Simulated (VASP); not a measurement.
Wanted: the native input for a VASP 6.6.1 run.

```
Task                   : single point
Functional             : r2SCAN
Potentials or basis    : VASP PAW PBE potentials, release 64 (Hf_pv, O)
Cutoff                 : 520 eV
k mesh                 : 8 × 8 × 8
Occupations            : gaussian, width 0.05 eV
Spin                   : no spin polarisation
Dipole correction      : no
Further INCAR settings : ALGO = Normal; EDIFF = 1e-06; NBANDS = 18
```

Crystal: HfO2.

```
Hf O
1.0
    -0.00069    2.52904    2.52910
     2.52901   -0.00063    2.52908
     2.52869    2.52873   -0.00033
Hf O
1 2
Direct
  0.00001 0.00000 0.00000
  0.25003 0.25003 0.24999
  0.74996 0.74997 0.75001
```

The input as run:

POSCAR

```
HfO2
1.0
   -0.0006919316      2.5290411158      2.5291019421
    2.5290097463     -0.0006274667      2.5290784546
    2.5286888894      2.5287277469     -0.0003307288
Hf O
1 2
Direct
    0.0000072776     -0.0000027958     -0.0000005169
    0.2500280070      0.2500290376      0.2499911597
    0.7499647154      0.7499737583      0.7500093572
```

INCAR.step1

```
SYSTEM = HfO2
  PREC = Accurate
  ENCUT = 520
  ISMEAR = 0
  SIGMA = 0.05
  LREAL = .FALSE.
  LASPH = .TRUE.
  NELM = 60
  NBANDS = 18
  GGA = PE
  ALGO = Normal
  EDIFF = 1E-4
  LWAVE = .TRUE.
  LCHARG = .FALSE.
```

INCAR.step2

```
SYSTEM = HfO2
  PREC = Accurate
  ENCUT = 520
  EDIFF = 1E-6
  ISMEAR = 0
  SIGMA = 0.05
  LREAL = .FALSE.
  LASPH = .TRUE.
  NELM = 60
  ALGO = Normal
  ISIF = 2
  LWAVE = .FALSE.
  LCHARG = .TRUE.
  METAGGA = R2SCAN
  LMIXTAU = .TRUE.
  LELF = .TRUE.
  LVHAR = .TRUE.
  NBANDS = 18
  ISTART = 1
```

KPOINTS

```
Automatic mesh
0
G
  8 8 8
  0 0 0
```

Potentials or basis: VASP PAW PBE potentials, release 64 (Hf_pv, O).

The run is started by

```bash
$ cat potpaw_PBE.64/Hf_pv/POTCAR potpaw_PBE.64/O/POTCAR > POTCAR
$ cp INCAR.step1 INCAR
$ mpirun -np 1 vasp_std > vasp.out
$ cp INCAR.step2 INCAR
$ mpirun -np 1 vasp_std > vasp.out
```

It gave:

The pressure is -4.0 GPa. The band gap on the k mesh is 4.32 eV.

Caveat: the cell stands under tension; the PAW data sets were made with another functional, which shifts forces and pressure a little; spin-orbit coupling is left out, which moves the levels of the heavy elements.

Wall time 5.3 min on 1 thread of Intel(R) Xeon(R) 6975P-C (Granite Rapids), on a shared host, peak memory 0.27 GiB.
